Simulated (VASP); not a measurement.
Set up this calculation in VASP 6.6.1, as the native input.

| Quantity | Value |
| --- | --- |
| Task | single point |
| Functional | LDA |
| Potentials or basis | VASP PAW LDA potentials, release 64 (Ge_d) |
| Cutoff | 520 eV |
| k mesh | 14 × 14 × 14 |
| Occupations | gaussian, width 0.15 eV |
| Spin | no spin polarisation |
| Dipole correction | no |
| Further INCAR settings | ALGO = Normal; EDIFF = 1e-06; NBANDS = 21 |

The structure of Ge lies in POSCAR:

```
Ge
1.0
    0.0000000000      2.8107124513      2.8107124513
    2.8107124513      0.0000000000      2.8107124513
    2.8107124513      2.8107124513      0.0000000000
Ge
2
Direct
    0.5029174098      0.4970825902      0.4912477707
    0.7470825902      0.7529174098      0.7587522293
```

This cell differs from its parent crystal: atoms displaced along several vibrational modes.

The input as run:

INCAR

```
  PREC = Accurate
  ENCUT = 520
  EDIFF = 1E-6
  ISMEAR = 0
  SIGMA = 0.15
  LREAL = False
  LASPH = True
  NELM = 80
  ALGO = Normal
  ISIF = 2
  LWAVE = False
  LCHARG = True
  GGA = CA
  LELF = True
  LVHAR = True
  NBANDS = 21
```

KPOINTS

```
Automatic mesh
0
Gamma
  14 14 14
```

Potentials or basis: VASP PAW LDA potentials, release 64 (Ge_d).

Run with:

```sh
$ cat potpaw_LDA.64/Ge_d/POTCAR > POTCAR
$ mpirun -np 1 vasp_std > vasp.out
```

It gave:

| Quantity | Value |
| --- | --- |
| Pressure | 0.5 GPa |
| Largest force | 0.830 eV/Å |
| Band gap on the k mesh | zero (bands 14 and 15 overlap by 0.21 eV) |

Caveat: the cell differs from its parent crystal (atoms displaced along several vibrational modes); semilocal functionals underestimate gaps, and a narrow one can read as zero.

It took 17 min on 1 thread of Intel(R) Xeon(R) Platinum 8259CL CPU @ 2.50GHz (Skylake/Cascade Lake), on a shared host, peak memory 0.98 GiB.
